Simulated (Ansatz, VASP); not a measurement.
# One calculation of Au, two programs

File POSCAR:

```
Au
1.0
    0.0000000000      1.7769699321      1.7769699321
    1.7769699321      0.0000000000      1.7769699321
    1.7769699321      1.7769699321      0.0000000000
Au
1
Direct
    0.0000000000      0.0000000000      0.0000000000
```

File INCAR.step1:

```
SYSTEM = Au
ALGO     = Normal         ! electronic algorithm
EDIFF    = 1E-4           ! SCF threshold, eV
ENCUT    = 520            ! plane-wave cutoff, eV
GGA      = PE             ! functional
ISMEAR   = -1             ! smearing method
LASPH    = .True.         ! aspherical terms in the spheres
LCHARG   = .False.        ! write CHGCAR
LREAL    = .False.        ! projectors in reciprocal space
LWAVE    = .True.         ! write WAVECAR
NBANDS   = 12             ! bands
NELM     = 60             ! most SCF steps
PREC     = Accurate       ! precision mode
SIGMA    = 0.05           ! smearing width, eV
```

Contents of INCAR.step2:

```
SYSTEM = Au
ALGO     = Normal         ! electronic algorithm
EDIFF    = 1E-7           ! SCF threshold, eV
ENCUT    = 520            ! plane-wave cutoff, eV
ISIF     = 2              ! what is computed and relaxed
ISMEAR   = -1             ! smearing method
ISTART   = 1            
LASPH    = .True.         ! aspherical terms in the spheres
LCHARG   = .False.        ! write CHGCAR
LMIXTAU  = .True.       
LREAL    = .False.        ! projectors in reciprocal space
LWAVE    = .False.        ! write WAVECAR
METAGGA  = R2SCAN         ! meta-GGA
NBANDS   = 12             ! bands
NELM     = 60             ! most SCF steps
PREC     = Accurate       ! precision mode
SIGMA    = 0.05           ! smearing width, eV
```

KPOINTS

```
k-points
0
Gamma
  16 16 16
  0 0 0
```

Input for Ansatz:

```yaml
crystal:
  lattice:
    - [0.0, 1.7769699321, 1.7769699321]
    - [1.7769699321, 0.0, 1.7769699321]
    - [1.7769699321, 1.7769699321, 0.0]
  atoms:
    - { symbol: Au, position: [0.0, 0.0, 0.0] }
kpoints:
  mp_grid: { grid: [16, 16, 16] }
scf:
  occupations: { method: fermi_dirac, width: 0.05 }
hamiltonian:
  xc: r2scan
  pseudopotentials: { kind: paw }
output:
  forces: true
  stress: true
  eigenvalues: true
  populations: true
```

Change from the starting cell: volume scaled by 0.64, PAW files.

Alike in both runs: task single point; functional r2SCAN; k mesh 16 × 16 × 16; occupations fermi-dirac, width 0.05 eV; no spin polarisation.

|  | VASP | Ansatz |
| --- | --- | --- |
| version | VASP 6.6.1 | Ansatz 0.2.0 |
| potentials or method | VASP PAW PBE potentials, release 64 (Au) | PAW with Ansatz's default frozen-core files, scalar-relativistic |
| plane-wave cutoff (eV) | 520 | 500 |
| valence electrons in the cell | 11 | 19 |

```tsv
	VASP	Ansatz	Ansatz less VASP
pressure (GPa)	248.5	243.2	-5.24
```

VASP's potentials were made for PBE, not for r2SCAN. Both programs put the cell under a high pressure, so it lies far from rest at this level. VASP's potentials hold 11 valence electrons a cell and Ansatz's 19, so a difference there can come from the potentials and not from the codes.

Neither program's run includes spin-orbit coupling. Noted on VASP's run: the cell as given lies far from equilibrium.
